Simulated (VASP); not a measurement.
# Sb (R-3m) in VASP: single point with PBE

Aim: the single point of Sb with PBE.

All numbers are computed with VASP 6.6.1; they aren't measurements. Logs are shortened: lines on timing, memory, paths and dates and some standing lists are left out, and cuts for length are marked.

## (1) The cell of the first run

The structure is trigonal, space group R-3m (No. 166). Conventional cell: a = 4.301 Å, b = 4.301 Å, c = 11.232 Å, α = 90.00°, β = 90.00°, γ = 120.00°. Within 3.6 Å of Sb (site symmetry 3m) lie 6 Sb at 2.76 to 3.55 Å.

## (2) Single point, PBE (atom 1 (Sb) moved by (+0.000, -0.300) A along [1 1 0] and z)

Contents of INCAR:

```
SYSTEM = Sb
ALGO     = Normal         ! electronic algorithm
EDIFF    = 1E-6           ! SCF threshold, eV
ENCUT    = 500            ! plane-wave cutoff, eV
GGA      = PE             ! functional
GGA_COMPAT= .FALSE.      
ISIF     = 2              ! what is computed and relaxed
ISMEAR   = 0              ! smearing method
LASPH    = .TRUE.         ! aspherical terms in the spheres
LCHARG   = .FALSE.        ! write CHGCAR
LREAL    = .FALSE.        ! projectors in reciprocal space
LWAVE    = .FALSE.        ! write WAVECAR
NBANDS   = 22             ! bands
NELM     = 120            ! most SCF steps
PREC     = Accurate       ! precision mode
SIGMA    = 0.15           ! smearing width, eV
```

Contents of KPOINTS:

```
k-points
0
G
  12 12 12
  0 0 0
```

Contents of POSCAR:

```
Sb
1.0
    2.1506003320      1.2416496806      3.7440000000
   -2.1506003320      1.2416496806      3.7440000000
    0.0000000000     -2.4832993611      3.7440000000
Sb
2
Direct
    0.2069305983      0.2069305983      0.2069305983
    0.7663600000      0.7663600000      0.7663600000
```

Potentials or basis: VASP PAW PBE potentials, release 64 (Sb_d_GW).

Run with:

```console
$ cat potpaw_PBE.64/Sb_d_GW/POTCAR > POTCAR
$ mpirun -np 1 vasp_std > vasp.out
```

OUTCAR:

```text
SYSTEM = Sb
   EDIFF = 1E-6
   ENCUT = 500
   GGA = PE
   ISIF = 2
   ISMEAR = 0
   LASPH = .TRUE.
   LREAL = .FALSE.
   NELM = 120
   PREC = Accurate

 ion  position               nearest neighbor table
   1  0.207  0.207  0.207-   2 2.76   2 2.76   2 2.76
   2  0.766  0.766  0.766-   1 2.76   1 2.76   1 2.76

  LATTYP: Found a trigonal (rhomboedric) cell.
 ALAT       =     4.4926953733
 COS(alpha) =     0.5417151843

  Lattice vectors:

 A1 = (   2.1506003320,   1.2416496806,   3.7440000000)
 A2 = (  -2.1506003320,   1.2416496806,   3.7440000000)
 A3 = (   0.0000000000,  -2.4832993611,   3.7440000000)

Analysis of symmetry for initial positions (statically):
=====================================================================
 Subroutine PRICEL returns:
 Original cell was already a primitive cell.

 Routine SETGRP: Setting up the symmetry group for a
 trigonal (rhombohedral) supercell.

 Subroutine GETGRP returns: Found 12 space group operations
 (whereof  6 operations were pure point group operations)
 out of a pool of 12 trial point group operations.

The static configuration has the point symmetry C_3v.
 The point group associated with its full space group is D_3d.

Analysis of symmetry for dynamics (positions and initial velocities):
=====================================================================
 Subroutine PRICEL returns:
 Original cell was already a primitive cell.

 Routine SETGRP: Setting up the symmetry group for a
 trigonal (rhombohedral) supercell.

 Subroutine GETGRP returns: Found 12 space group operations
 (whereof  6 operations were pure point group operations)
 out of a pool of 12 trial point group operations.

The dynamic configuration has the point symmetry C_3v.
 The point group associated with its full space group is D_3d.

 Subroutine INISYM returns: Found 12 space group operations
 (whereof  6 operations are pure point group operations),
 and found     1 'primitive' translations

----------------------------------------------------------------------------------------

                                     Primitive cell

  volume of cell :      59.9854

  direct lattice vectors                    reciprocal lattice vectors
     2.150600332  1.241649681  3.744000000     0.232493222  0.134230024  0.089031339
    -2.150600332  1.241649681  3.744000000    -0.232493222  0.134230024  0.089031339
     0.000000000 -2.483299361  3.744000000     0.000000000 -0.268460048  0.089031339
[... 81 lines left out ...]
   LASPH  =      T    aspherical Exc in radial PAW
   ENCUT  =  500.0 eV  36.75 Ry    6.06 a.u.   8.19  8.19  8.19*2*pi/ulx,y,z
   NELM   =    120;   NELMIN=  2; NELMDL= -5     # of ELM steps
   EDIFF  = 0.1E-05   stopping-criterion for ELM
   LREAL  =      F    real-space projection
   EDIFFG = 0.1E-04   stopping-criterion for IOM
   NSW    =      0    number of steps for IOM
   IBRION =     -1    ionic relax: 0-MD 1-quasi-New 2-CG
   NFREE  =      0    steps in history (QN), initial steepest desc. (CG)
   ISIF   =      2    stress and relaxation
   ISYM   =      2    0-nonsym 1-usesym 2-fastsym
   POTIM  = 0.5000    time-step for ionic-motion
   TEBEG  =    0.0;   TEEND  =   0.0 temperature during run
   PSTRESS=    0.0 pullay stress
   NELECT =      30.0000    total number of electrons
   NUPDOWN=      -1.0000    fix difference up-down
   EMIN   =  10.00;   EMAX   =-10.00  energy-range for DOS
   EFERMI =   0.00;   METHOD = LEGACY
   ISMEAR =     0;   SIGMA  =   0.15  broadening in eV -4-tet -1-fermi 0-gaus
   EFERMI_NEDOS =   21; number of points for ismear=-14 and -15
   IALGO  =     38    algorithm
   IMIX   =      4    mixing-type and parameters
     AMIX     =   0.40;   BMIX     =  1.00
     AMIX_MAG =   1.60;   BMIX_MAG =  1.00
  volume/ion in A,a.u.               =      29.99       202.40
  Fermi-wavevector in a.u.,A,eV,Ry     =   1.299471  2.455644 22.975140  1.688625
  Thomas-Fermi vector in A             =   2.430733
   LORBIT       =      0    0 simple, 1 ext, 2 COOP (PROOUT), +10 PAW based schemes
   GGA     = PE    functional components
   LHFCALC =     F    Hartree Fock is set to
   AEXX    =    0.0000 exact exchange contribution
   IVDW    =     0    specifies the selected vdW correction
   LEPSILON=     F    determine dielectric tensor
   LRPA    =     F    only Hartree local field effects (RPA)
 non-spin polarized calculation
 Gauss-broadening in eV      SIGMA  =   0.15
  energy-cutoff  :      500.00
  volume of cell :       59.99
 maximum number of plane-waves:      1536
 NGX is ok and might be reduce to    36
   NGX = 17   NGY = 17   NGZ = 17

 number of electron      30.0000004 magnetization

 Free energy of the ion-electron system (eV)
  ---------------------------------------------------
  ext. energy  EPLUGINS =         0.00000000
  ---------------------------------------------------
  free energy    TOTEN  =        -7.93731128 eV

  energy without entropy =       -7.93457586  energy(sigma->0) =       -7.93594357

 E-fermi :   5.4313     XC(G=0):  -9.8741

 val. band max:        5.3907917763   @ k =   0.3333   0.1667   0.1667
 cond. band min:       5.5505130492   @ k =   0.4167   0.0000   0.0000
 fundamental gap:      0.1597212729
 Fermi energy:         5.4312971063

 k-point     1 :       0.0000    0.0000    0.0000
  band No.  band energies     occupation
      1     -24.1242      2.00000
      2     -24.1242      2.00000
      3     -24.0127      2.00000
      4     -24.0127      2.00000
      5     -23.9237      2.00000
      6     -23.8492      2.00000
[... 589 lines left out ...]
     21      13.1069      0.00000
     22      15.8804      0.00000

 [... further k-points ...]

------------------------ aborting loop because EDIFF is reached ----------------------------------------

  FORCE on cell =-STRESS in cart. coord.  units (eV):
  Direction    XX          YY          ZZ          XY          YZ          ZX
  --------------------------------------------------------------------------------------
  -------------------------------------------------------------------------------------
  Total        3.4618377      3.4618377      2.5152600      0.0000000      0.0000000      0.0000000
  in kB       92.4637300     92.4637300     67.1811750      0.0000000      0.0000000      0.0000000
  external PRESSURE =      84.0362116 kB  Pullay stress =       0.0000000 kB

 VOLUME and BASIS-vectors are now :
 -----------------------------------------------------------------------------
  energy-cutoff  :      500.00
  volume of cell :       59.99
      direct lattice vectors                 reciprocal lattice vectors
     2.150600332  1.241649681  3.744000000     0.232493222  0.134230024  0.089031339
    -2.150600332  1.241649681  3.744000000    -0.232493222  0.134230024  0.089031339
     0.000000000 -2.483299361  3.744000000     0.000000000 -0.268460048  0.089031339

 POSITION                                       TOTAL-FORCE (eV/Angst)
 -----------------------------------------------------------------------------------
      0.00000      0.00000      2.32424         0.000000      0.000000      2.112272
      0.00000      0.00000      8.60776         0.000000     -0.000000     -2.112272
 -----------------------------------------------------------------------------------
    total drift:                               -0.000000     -0.000000     -0.000017

  FREE ENERGIE OF THE ION-ELECTRON SYSTEM (eV)
  ---------------------------------------------------
  free  energy   TOTEN  =        -7.9373112796 eV

  energy  without entropy=       -7.9345758593  energy(sigma->0) =       -7.93594357
```

OSZICAR:

```text
N       E                     dE             d eps       ncg     rms          rms(c)
DAV:   1     0.230561616938E+03    0.23056E+03   -0.93983E+03 11660   0.130E+04
DAV:   2     0.244910697453E+02   -0.20607E+03   -0.19794E+03 16168   0.145E+03
DAV:   3    -0.651840175545E+01   -0.31009E+02   -0.30821E+02 16302   0.238E+02
DAV:   4    -0.790750837522E+01   -0.13891E+01   -0.13885E+01 14572   0.364E+01
DAV:   5    -0.795450393075E+01   -0.46996E-01   -0.46989E-01 12334   0.727E+00    0.453E+00
DAV:   6    -0.794333824997E+01    0.11166E-01   -0.49847E-02 16010   0.450E+00    0.283E+00
DAV:   7    -0.793713656125E+01    0.62017E-02   -0.15863E-02 15554   0.444E+00    0.945E-02
DAV:   8    -0.793719890537E+01   -0.62344E-04   -0.13041E-03 14620   0.723E-01    0.556E-02
DAV:   9    -0.793729623863E+01   -0.97333E-04   -0.10195E-04 14090   0.957E-02    0.268E-02
DAV:  10    -0.793731055427E+01   -0.14316E-04   -0.18289E-05  9612   0.658E-02    0.311E-03
DAV:  11    -0.793731127957E+01   -0.72530E-06   -0.16037E-06  7928   0.328E-02
   1 F= -.79373113E+01 E0= -.79359436E+01  d E =-.273542E-02
```

stdout:

```text
POSCAR found type information on POSCAR Sb
 POSCAR found :  1 types and       2 ions
 scaLAPACK will be used
 LDA part: xc-table for (Slater+PW92), standard interpolation
 POSCAR, INCAR and KPOINTS ok, starting setup
 FFT: planning ... GRIDC
 FFT: planning ... GRID_SOFT
 FFT: planning ... GRID
 WAVECAR not read
 entering main loop
```

Wall time 2.5 min (1 thread of Intel Xeon Platinum 8559C (Emerald Rapids), shared host); peak memory 0.37 GiB.

Results:

```
Free energy            : -7.9373 eV
Pressure               : 8.4 GPa
Largest force          : 2.112 eV/Å
Band gap on the k mesh : zero (bands 15 and 16 overlap by 0.09 eV)
```

Forces in eV/Å, atoms in the order of the input:
```
Sb   0.000  0.000  2.112
Sb   0.000  0.000 -2.112
```

Stress tensor (GPa, compression positive):
```
9.25 0.00 0.00
0.00 9.25 0.00
0.00 0.00 6.72
```

Levels at points of the mesh, in eV from the Fermi level:
```tsv
k point	band 12	band 13	band 14	band 15	band 16	band 17	band 18	band 19
(0.00, 0.00, 0.00)	-4.51	-2.21	-2.21	-1.40	0.96	2.41	2.41	5.58
(0.50, 0.00, 0.00)	-9.65	-2.86	-2.12	-0.33	-0.13	1.17	1.56	7.50
(0.50, 0.50, 0.00)	-8.53	-4.91	-4.04	-3.29	0.83	5.33	6.48	7.28
(0.50, 0.50, 0.50)	-8.05	-2.02	-2.02	-1.21	0.49	0.49	1.76	6.46
```

Caveat: the cell differs from its parent crystal (atom 1 (Sb) moved by (+0.000, -0.300) A along [1 1 0] and z); the cell stands under pressure; spin-orbit coupling is left out, which moves the levels of the heavy elements; forces of over 1 eV/Å act on the atoms, so gaps and moduli don't describe the material at rest.

The gap in the log of VASP goes by the Fermi energy; the results here count the filled bands.